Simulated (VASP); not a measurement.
Set up this calculation in VASP 6.6.1, as the native input.

```
Task                   : single point
Functional             : PBEsol
Potentials or basis    : VASP PAW PBE potentials, release 64 (Ti_sv, O)
Cutoff                 : 520 eV
k mesh                 : 8 × 8 × 4
Occupations            : fermi-dirac, width 0.05 eV
Spin                   : no spin polarisation
Dipole correction      : no
Further INCAR settings : ALGO = Normal; EDIFF = 1e-06; NBANDS = 60
```

The structure of TiO2 lies in POSCAR:

```
TiO2
1.0
    6.0798941714     -1.8650504789      0.0001430673
    6.0798941714      1.8650504789      0.0001430673
   -1.9050891583      0.0000000000      6.2488715034
Ti O
4 8
Direct
    0.8990741247      0.8990741247      0.2914942787
    0.1950752542      0.1950752542      0.2836559905
    0.1009258753      0.1009258753      0.7085057213
    0.8049247458      0.8049247458      0.7163440095
    0.3617646897      0.3617646897      0.2949019702
    0.2637898724      0.2637898724      0.6517932679
    0.8661989625      0.8661989625      0.9965478352
    0.7362101276      0.7362101276      0.3482067321
    0.9417182548      0.9417182548      0.6301025863
    0.1338010375      0.1338010375      0.0034521648
    0.6382353103      0.6382353103      0.7050980298
    0.0582817452      0.0582817452      0.3698974137
```

The input as run:

INCAR

```
SYSTEM = TiO2
PREC     = Accurate       ! precision mode
ENCUT    = 520            ! plane-wave cutoff, eV
EDIFF    = 1E-6           ! SCF threshold, eV
ISMEAR   = -1             ! smearing method
SIGMA    = 0.05           ! smearing width, eV
LREAL    = .FALSE.        ! projectors in reciprocal space
LASPH    = .TRUE.         ! aspherical terms in the spheres
NELM     = 60             ! most SCF steps
ALGO     = Normal         ! electronic algorithm
ISIF     = 2              ! what is computed and relaxed
LWAVE    = .FALSE.        ! write WAVECAR
LCHARG   = .TRUE.         ! write CHGCAR
GGA      = PS             ! functional
LELF     = .TRUE.         ! ELF
LVHAR    = .TRUE.       
NBANDS   = 60             ! bands
```

KPOINTS

```
regular mesh
0
G
  8 8 4
  0 0 0
```

Potentials or basis: VASP PAW PBE potentials, release 64 (Ti_sv, O).

Command:

```console
$ cat potpaw_PBE.64/Ti_sv/POTCAR potpaw_PBE.64/O/POTCAR > POTCAR
$ mpirun -np 1 vasp_std > vasp.out
```

It gave:

```yaml
Pressure: 0.7 GPa
Largest_force: 0.079 eV/Å
Band_gap_on_the_k_mesh: 2.80 eV (least direct gap 2.99 eV)
```

Caveat: the PAW data sets were made with another functional, which shifts forces and pressure a little.

Run time: 37 min on 1 thread of Oxide Virtual Turin-like Processor, on a shared host, peak memory 0.6 GiB.
